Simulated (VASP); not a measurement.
# MgO (P1) in VASP: a series of runs

MgO is run at these levels: PBEsol; tasks: single point.

Everything below comes from runs of VASP 6.6.1. Logs are shortened: lines on timing, memory, paths and dates and some standing lists are left out, and cuts for length are marked.

**1. The cell of the first run**

The typed cell holds 12 atoms: a = 2.981 Å, b = 2.981 Å, c = 14.380 Å, α = 86.43°, β = 88.22°, γ = 60.00°.

**2. Single point, PBEsol**

INCAR reads:

```
ALGO = Normal
EDIFF = 1E-7
ENCUT = 520
GGA = PS
ISIF = 2
ISMEAR = 0
LASPH = True
LCHARG = False
LREAL = False
LWAVE = False
NBANDS = 36
NELM = 60
PREC = Accurate
SIGMA = 0.05
```

KPOINTS reads:

```
k-points
0
Gamma
  9 9 2
```

POSCAR reads:

```
MgO
1.0
    2.1075959645     -2.1075959645      0.0000000000
    2.1075959645      0.0000000000     -2.1075959645
    8.9183250801      8.2860462907      7.6537675014
Mg O
6 6
Direct
    1.0000000000     -0.1144596772      0.3815322575
    0.3333333333      0.2697446238      0.2119623653
    0.6666666667      0.5013360218      0.5511021497
    1.0000000000      0.7329274198      0.8902419341
    0.3333333333      0.1171317208      0.7206720419
    0.6666666667      0.6539489248      0.0423924731
    0.6666666667      0.5776424733      0.2967473114
    0.0000000000     -0.0381532257      0.1271774192
    0.3333333333      0.1934381723      0.4663172036
    0.6666666667      0.4250295703      0.8054569880
    1.0000000000      0.8092338713      0.6358870958
    0.3333333333      0.0408252693      0.9750268802
```

Potentials or basis: VASP PAW PBE potentials, release 64 (Mg, O).

Command:

```
cat potpaw_PBE.64/Mg/POTCAR potpaw_PBE.64/O/POTCAR > POTCAR
mpirun -np 1 vasp_std > vasp.out
```

OUTCAR:

```text
EDIFF = 1E-7
   ENCUT = 520
   GGA = PS
   ISIF = 2
   ISMEAR = 0
   LASPH = True
   LREAL = False
   NELM = 60
   PREC = Accurate

 ion  position               nearest neighbor table
   1  0.000  0.886  0.382-   7 2.11   9 2.11   9 2.11   7 2.11   7 2.11   9 2.11   2 2.98   3 2.98
                             2 2.98   3 2.98   2 2.98   3 2.98
   2  0.333  0.270  0.212-   7 2.11   8 2.11   7 2.11   8 2.11   8 2.11   7 2.11   6 2.98   1 2.98
                             1 2.98   6 2.98   1 2.98   6 2.98
   3  0.667  0.501  0.551-   9 2.11  11 2.11   9 2.11  11 2.11  11 2.11   9 2.11   5 2.98   1 2.98
                             5 2.98   1 2.98   1 2.98   5 2.98
   4  0.000  0.733  0.890-  10 2.11  12 2.11  10 2.11  12 2.11  10 2.11  12 2.11   6 2.42   6 2.92
                             5 2.98   5 2.98   5 2.98   6 3.35   6 3.48
   5  0.333  0.117  0.721-  10 2.11  11 2.11  11 2.11  10 2.11  11 2.11  10 2.11   3 2.98   4 2.98
                             4 2.98   3 2.98   4 2.98   3 2.98
   6  0.667  0.654  0.042-  12 1.42   8 2.11   8 2.11   8 2.11  12 2.17   4 2.42  12 2.71   4 2.92
                             2 2.98   2 2.98   2 2.98   4 3.35   4 3.48
   7  0.667  0.578  0.297-   2 2.11   1 2.11   2 2.11   1 2.11   1 2.11   2 2.11
   8  0.000  0.962  0.127-   2 2.11   6 2.11   6 2.11   2 2.11   6 2.11   2 2.11
   9  0.333  0.193  0.466-   3 2.11   1 2.11   3 2.11   1 2.11   1 2.11   3 2.11
  10  0.667  0.425  0.805-   5 2.11   4 2.11   4 2.11   5 2.11   4 2.11   5 2.11
  11  0.000  0.809  0.636-   3 2.11   5 2.11   3 2.11   5 2.11   3 2.11   5 2.11
  12  0.333  0.041  0.975-   6 1.42   4 2.11   4 2.11   4 2.11   6 2.17   6 2.71

  LATTYP: Found a base centered monoclinic cell.
 ALAT       =     2.9805907970
 B/A-ratio  =     1.7320508076
 C/A-ratio  =     4.8244400386
 COS(beta)  =    -0.0621833824

  Lattice vectors:

 A1 = (  -2.1075959645,   2.1075959645,   0.0000000000)
 A2 = (   0.0000000000,  -2.1075959645,   2.1075959645)
 A3 = (   8.9183250801,   8.2860462907,   7.6537675014)

Analysis of symmetry for initial positions (statically):
=====================================================================
 Subroutine PRICEL returns:
 Original cell was already a primitive cell.

 Routine SETGRP: Setting up the symmetry group for a
 base centered monoclinic supercell.

 Subroutine GETGRP returns: Found  1 space group operations
 (whereof  1 operations were pure point group operations)
 out of a pool of  4 trial point group operations.

The static configuration has the point symmetry C_1 .

Analysis of symmetry for dynamics (positions and initial velocities):
=====================================================================
 Subroutine PRICEL returns:
 Original cell was already a primitive cell.

 Routine SETGRP: Setting up the symmetry group for a
 base centered monoclinic supercell.

 Subroutine GETGRP returns: Found  1 space group operations
 (whereof  1 operations were pure point group operations)
 out of a pool of  4 trial point group operations.

The dynamic configuration has the point symmetry C_1 .

 Subroutine INISYM returns: Found  1 space group operations
 (whereof  1 operations are pure point group operations),
 and found     1 'primitive' translations

----------------------------------------------------------------------------------------

                                     Primitive cell

  volume of cell :     110.4189

  direct lattice vectors                    reciprocal lattice vectors
     2.107595965 -2.107595965  0.000000000     0.158158081 -0.316316162  0.158158081
     2.107595965  0.000000000 -2.107595965     0.146089599  0.146089599 -0.328384644
     8.918325080  8.286046291  7.653767501     0.040228273  0.040228273  0.040228273

  length of vectors
     2.980590797  2.980590797 14.379681580     0.387406597  0.387970123  0.069677413

  position of ions in fractional coordinates (direct lattice)
     0.000000000  0.885540323  0.381532257
     0.333333333  0.269744624  0.211962365
     0.666666667  0.501336022  0.551102150
     0.000000000  0.732927420  0.890241934
     0.333333333  0.117131721  0.720672042
     0.666666667  0.653948925  0.042392473
     0.666666667  0.577642473  0.296747311
     0.000000000  0.961846774  0.127177419
     0.333333333  0.193438172  0.466317204
     0.666666667  0.425029570  0.805456988
     0.000000000  0.809233871  0.635887096
     0.333333333  0.040825269  0.975026880

  ion indices of the primitive-cell ions
   primitive index   ion index
                 1           1
                 2           2
                 3           3
                 4           4
                 5           5
                 6           6
                 7           7
                 8           8
                 9           9
                10          10
                11          11
                12          12

----------------------------------------------------------------------------------------

 KPOINTS: k-points

Automatic generation of k-mesh.
 Grid dimensions read from file:
 generate k-points for:    9    9    2

 Generating k-lattice:

  Cartesian coordinates                     Fractional coordinates (reciprocal lattice)
     0.017573120 -0.035146240  0.017573120     0.111111111  0.000000000  0.000000000
     0.016232178  0.016232178 -0.036487183     0.000000000  0.111111111  0.000000000
     0.020114137  0.020114137  0.020114137     0.000000000  0.000000000  0.500000000

  Length of vectors
     0.043045177  0.043107791  0.034838706

  Shift w.r.t. Gamma in fractional coordinates (k-lattice)
     0.000000000  0.000000000  0.000000000

 Subroutine IBZKPT returns following result:
 ===========================================

 Found     82 irreducible k-points:

 Following reciprocal coordinates:
            Coordinates               Weight
  0.000000  0.000000  0.000000      1.000000
  0.111111  0.000000  0.000000      2.000000
  0.222222  0.000000  0.000000      2.000000
  0.333333  0.000000  0.000000      2.000000
  0.444444  0.000000  0.000000      2.000000
  0.000000  0.111111 -0.000000      2.000000
[... 16 lines left out ...]
  0.333333 -0.222222  0.000000      2.000000
  0.000000  0.333333 -0.000000      2.000000
 [... further k-points ...]
   k-points           NKPTS =     82   k-points in BZ     NKDIM =     82   number of bands    NBANDS=     36
   number of dos      NEDOS =    301   number of ions     NIONS =     12
   total plane-waves  NPLWV =  62208
   dimension x,y,z NGX =    24 NGY =   24 NGZ =  108
   dimension x,y,z NGXF=    48 NGYF=   48 NGZF=  216
   ions per type =               6   6
   NGX,Y,Z   is equivalent  to a cutoff of  13.39, 13.39, 12.49 a.u.
   NGXF,Y,Z  is equivalent  to a cutoff of  26.77, 26.77, 24.97 a.u.
 SYSTEM =  unknown system
   PREC   = accura    normal or accurate (medium, high low for compatibility)
   ISTART =      0    job   : 0-new  1-cont  2-samecut
   ICHARG =      2    charge: 1-file 2-atom 10-const
   ISPIN  =      1    spin polarized calculation?
   LNONCOLLINEAR =      F non collinear calculations
   LSORBIT =      F    spin-orbit coupling
   LASPH  =      T    aspherical Exc in radial PAW
   ENCUT  =  520.0 eV  38.22 Ry    6.18 a.u.   5.54  5.54 26.74*2*pi/ulx,y,z
   NELM   =     60;   NELMIN=  2; NELMDL= -5     # of ELM steps
   EDIFF  = 0.1E-06   stopping-criterion for ELM
   LREAL  =      F    real-space projection
   EDIFFG = 0.1E-05   stopping-criterion for IOM
   NSW    =      0    number of steps for IOM
   IBRION =     -1    ionic relax: 0-MD 1-quasi-New 2-CG
   NFREE  =      0    steps in history (QN), initial steepest desc. (CG)
   ISIF   =      2    stress and relaxation
   ISYM   =      2    0-nonsym 1-usesym 2-fastsym
   POTIM  = 0.5000    time-step for ionic-motion
   TEBEG  =    0.0;   TEEND  =   0.0 temperature during run
   PSTRESS=    0.0 pullay stress
   NELECT =      48.0000    total number of electrons
   NUPDOWN=      -1.0000    fix difference up-down
   EMIN   =  10.00;   EMAX   =-10.00  energy-range for DOS
   EFERMI =   0.00;   METHOD = LEGACY
   ISMEAR =     0;   SIGMA  =   0.05  broadening in eV -4-tet -1-fermi 0-gaus
   EFERMI_NEDOS =   21; number of points for ismear=-14 and -15
   IALGO  =     38    algorithm
   IMIX   =      4    mixing-type and parameters
     AMIX     =   0.40;   BMIX     =  1.00
     AMIX_MAG =   1.60;   BMIX_MAG =  1.00
  volume/ion in A,a.u.               =       9.20        62.10
  Fermi-wavevector in a.u.,A,eV,Ry     =   1.240150  2.343543 20.925372  1.537971
  Thomas-Fermi vector in A             =   2.374603
   LORBIT       =      0    0 simple, 1 ext, 2 COOP (PROOUT), +10 PAW based schemes
   GGA     = PS    functional components
   LHFCALC =     F    Hartree Fock is set to
   AEXX    =    0.0000 exact exchange contribution
   IVDW    =     0    specifies the selected vdW correction
   LEPSILON=     F    determine dielectric tensor
   LRPA    =     F    only Hartree local field effects (RPA)
 non-spin polarized calculation
 Gauss-broadening in eV      SIGMA  =   0.05
  energy-cutoff  :      520.00
  volume of cell :      110.42
 maximum number of plane-waves:      3030
 NGX is ok and might be reduce to    24
   NGX = 11   NGY = 11   NGZ = 53

 number of electron      48.0000009 magnetization

 Free energy of the ion-electron system (eV)
  ---------------------------------------------------
  ext. energy  EPLUGINS =         0.00000000
  ---------------------------------------------------
  free energy    TOTEN  =       -70.29230765 eV

  energy without entropy =      -70.29230765  energy(sigma->0) =      -70.29230765

 E-fermi :   3.8519     XC(G=0): -11.3546

 val. band max:        3.6095594916   @ k =   0.0000   0.0000   0.0000
 cond. band min:       7.6953538707   @ k =   0.0000   0.0000   0.0000
 fundamental gap:      4.0857943791
 Fermi energy:         3.8518810575

 k-point     1 :       0.0000    0.0000    0.0000
  band No.  band energies     occupation
      1     -14.4722      2.00000
      2     -13.9108      2.00000
      3     -13.6127      2.00000
      4     -13.1767      2.00000
      5     -12.9187      2.00000
      6     -12.4575      2.00000
[... 28 lines left out ...]
     35      16.9555      0.00000
     36      18.3006      0.00000
[... 866 lines left out ...]
      6     -12.1125      2.00000
[... 28 lines left out ...]
     35      15.1093      0.00000
     36      15.3636      0.00000

 [... further k-points ...]
[... 5 lines left out ...]
  --------------------------------------------------------------------------------------
  -------------------------------------------------------------------------------------
  Total        3.5328091      3.4866609     28.7060771     -0.6327521      1.7408088     11.4941588
  in kB       51.2610414     50.5914319    416.5250287     -9.1812292     25.2591264    166.7801841
  external PRESSURE =     172.7925007 kB  Pullay stress =       0.0000000 kB

 VOLUME and BASIS-vectors are now :
 -----------------------------------------------------------------------------
  energy-cutoff  :      520.00
  volume of cell :      110.42
      direct lattice vectors                 reciprocal lattice vectors
     2.107595965 -2.107595965  0.000000000     0.158158081 -0.316316162  0.158158081
     2.107595965  0.000000000 -2.107595965     0.146089599  0.146089599 -0.328384644
     8.918325080  8.286046291  7.653767501     0.040228273  0.040228273  0.040228273

 POSITION                                       TOTAL-FORCE (eV/Angst)
 -----------------------------------------------------------------------------------
      5.26899      3.16139      1.05380        -0.100924     -0.099917     -0.099990
      3.16139      1.05380      1.05380        -0.053292     -0.043513     -0.040143
      7.37659      3.16139      3.16139        -0.098880     -0.098999     -0.099068
      9.48418      7.37659      5.26899        -0.482851     -1.236307     -1.017758
      7.37659      5.26899      5.26899        -0.098336     -0.098722     -0.099826
      3.16139     -1.05380     -1.05380         8.528209     -0.366895     22.425914
      5.26899      1.05380      1.05380         0.087244      0.106603      0.107285
      3.16139      1.05380     -1.05380        -0.055322      0.816393      0.667007
      5.26899      3.16139      3.16139         0.098137      0.098986      0.099133
      9.48418      5.26899      5.26899         0.101444      0.105155      0.068445
      7.37659      5.26899      3.16139         0.099869      0.099781      0.098367
      9.48418      7.37659      7.37659        -8.025297      0.717435    -22.109365
 -----------------------------------------------------------------------------------
    total drift:                                0.000020      0.000023     -0.000788

  FREE ENERGIE OF THE ION-ELECTRON SYSTEM (eV)
  ---------------------------------------------------
  free  energy   TOTEN  =       -70.2923076494 eV

  energy  without entropy=      -70.2923076494  energy(sigma->0) =      -70.29230765
```

Run time: 4.6 min. Hardware: 1 thread of Intel Xeon Platinum 8488C (Sapphire Rapids), shared host; peak memory 0.39 GiB.

What came out:

```yaml
Free_energy: -70.2923 eV
Pressure: 17.3 GPa
Largest_force: 23.996 eV/Å
Band_gap_on_the_k_mesh: 4.09 eV, direct
```

Forces on the atoms (eV/Å):
```
Mg   -0.101  -0.100  -0.100
Mg   -0.053  -0.044  -0.040
Mg   -0.099  -0.099  -0.099
Mg   -0.483  -1.236  -1.018
Mg   -0.098  -0.099  -0.100
Mg    8.528  -0.367  22.426
O     0.087   0.107   0.107
O    -0.055   0.816   0.667
O     0.098   0.099   0.099
O     0.101   0.105   0.068
O     0.100   0.100   0.098
O    -8.025   0.717 -22.109
```

Levels at points of the mesh, in eV from the valence-band top:
```csv
k point,band 20,band 21,band 22,band 23,band 24,band 25,band 26,band 27,band 28,band 29
"(0.00, 0.00, 0.00)",-0.48,-0.43,-0.30,-0.16,0.00,4.09,5.27,5.70,6.80,7.22
"(0.00, 0.00, 0.50)",-0.62,-0.43,-0.37,-0.16,-0.05,4.38,4.70,6.15,6.64,7.21
```

Caveat: the PAW data sets were made with another functional, which shifts forces and pressure a little. A k mesh can miss the band edges.

**3. Single point, PBEsol**

INCAR reads:

```
PREC     = Accurate       # precision mode
ENCUT    = 520            # plane-wave cutoff, eV
EDIFF    = 1E-6           # SCF threshold, eV
ISMEAR   = 0              # smearing method
SIGMA    = 0.05           # smearing width, eV
LREAL    = False          # projectors in reciprocal space
LASPH    = True           # aspherical terms in the spheres
NELM     = 60             # most SCF steps
ALGO     = Normal         # electronic algorithm
ISIF     = 2              # what is computed and relaxed
LWAVE    = False          # write WAVECAR
LCHARG   = False          # write CHGCAR
GGA      = PS             # functional
NBANDS   = 36             # bands
```

KPOINTS reads:

```
Automatic mesh
0
Gamma
  9 9 2
```

POSCAR reads:

```
MgO
1.0
    2.1075959645     -2.1075959645      0.0000000000
    2.1075959645      0.0000000000     -2.1075959645
    8.4968058872      8.2860462907      8.0752866943
Mg O
6 6
Direct
    1.0000000000     -0.0381532257      0.3815322575
    0.3333333333      0.3121370968      0.2119623653
    0.6666666667      0.6115564517      0.5511021497
    1.0000000000      0.9109758066      0.8902419341
    0.3333333333      0.2612661291      0.7206720419
    0.6666666667      0.6624274194      0.0423924731
    0.6666666667      0.6369919355      0.2967473114
    0.0000000000     -0.0127177419      0.1271774192
    0.3333333333      0.2867016130      0.4663172036
    0.6666666667      0.5861209679      0.8054569880
    1.0000000000      0.9364112904      0.6358870958
    0.3333333333      0.2358306453      0.9750268802
```

Potentials or basis: VASP PAW PBE potentials, release 64 (Mg, O).

Command:

```
cat potpaw_PBE.64/Mg/POTCAR potpaw_PBE.64/O/POTCAR > POTCAR
mpirun -np 1 vasp_std > vasp.out
```

Wall time 4.1 min (1 thread of Intel Xeon Platinum 8488C (Sapphire Rapids), shared host); peak memory 0.39 GiB.

Results (log left out):

* Free energy: -74.3067 eV
* Pressure: 4.5 GPa
* Largest force: 4.909 eV/Å
* Band gap on the k mesh: 4.11 eV, direct

Forces in eV/Å, atoms in the order of the input:
```
Mg  -0.137 -0.137 -0.137
Mg  -0.128 -0.123 -0.119
Mg  -0.136 -0.136 -0.136
Mg  -0.396 -0.609 -0.679
Mg  -0.135 -0.135 -0.134
Mg   1.000  1.458  4.580
O    0.131  0.138  0.142
O    0.048  0.307  0.426
O    0.136  0.136  0.136
O    0.136  0.126  0.117
O    0.137  0.137  0.136
O   -0.657 -1.162 -4.332
```

Stress tensor (GPa, compression positive):
```
0.47 0.08 1.90
0.08 3.08 2.67
1.90 2.67 9.86
```

Levels at points of the mesh, in eV from the valence-band top:
```
           k point  band 20  band 21  band 22  band 23  band 24  band 25  band 26  band 27  band 28  band 29
(0.00, 0.00, 0.00)    -0.43    -0.41    -0.33    -0.07     0.00     4.11     5.51     5.71     6.75     7.14
(0.00, 0.00, 0.50)    -0.62    -0.42    -0.40    -0.07     0.00     4.38     4.85     6.35     6.54     7.11
```

Caveat: the PAW data sets were made with another functional, which shifts forces and pressure a little.
